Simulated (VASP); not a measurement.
A run of VASP 6.6.1 is set up as follows.

File INCAR:

```
PREC     = Accurate       # precision mode
ENCUT    = 600            # plane-wave cutoff, eV
EDIFF    = 1E-7           # SCF threshold, eV
ISMEAR   = 0              # smearing method
SIGMA    = 0.1            # smearing width, eV
LREAL    = False          # projectors in reciprocal space
LASPH    = True           # aspherical terms in the spheres
NELM     = 120            # most SCF steps
ALGO     = Normal         # electronic algorithm
ISIF     = 3              # what is computed and relaxed
LWAVE    = False          # write WAVECAR
LCHARG   = False          # write CHGCAR
GGA      = PE             # functional
IBRION   = 2              # ionic algorithm
NSW      = 90             # ionic steps
EDIFFG   = -0.04          # ionic threshold
GGA_COMPAT= False        
NELMIN   = 4
```

File KPOINTS:

```
regular mesh
0
Gamma
  4 4 4
```

POSCAR

```
MgCd3O
1.0
    4.4877220700      0.0000000000      0.0000000000
    0.0000000000      4.4877220700      0.0000000000
    0.0000000000      0.0000000000      5.0619580200
Mg Cd O
1 3 1
Direct
    0.5000000000      0.5000000000      0.5804528200
    0.5000000000      0.0000000000      0.0426836700
    0.0000000000      0.5000000000      0.0426836700
    0.5000000000      0.5000000000      0.1263733200
    0.0000000000      0.0000000000      0.9745571500
```

Potentials or basis: VASP PAW PBE potentials, release 64 (Mg, Cd, O).

The run is started by

```sh
$ cat potpaw_PBE.64/Mg/POTCAR potpaw_PBE.64/Cd/POTCAR potpaw_PBE.64/O/POTCAR > POTCAR
$ mpirun -np 1 vasp_std > vasp.out
```

Task: What does it give for the relaxed volume?

Result: 25.21 Å³/atom.

Task: Estimate the space group after relaxing (to 0.1 Å).

Result: P4mm (No. 99).

Final structure:
```yaml
crystal:
  lattice:
    - [4.15366, 0.00000, 0.00000]
    - [0.00000, 4.15366, 0.00000]
    - [0.00000, 0.00000, 7.30589]
  atoms:
    - { symbol: Mg, position: [0.50000, 0.50000, 0.61759] }
    - { symbol: Cd, position: [0.50000, 0.00000, 0.91577] }
    - { symbol: Cd, position: [0.00000, 0.50000, 0.91577] }
    - { symbol: Cd, position: [0.50000, 0.50000, 0.24843] }
    - { symbol: O, position: [0.00000, 0.00000, 0.06920] }
```

Caveat: the volume moved by over 15 % at a fixed basis, so the end points are rough.
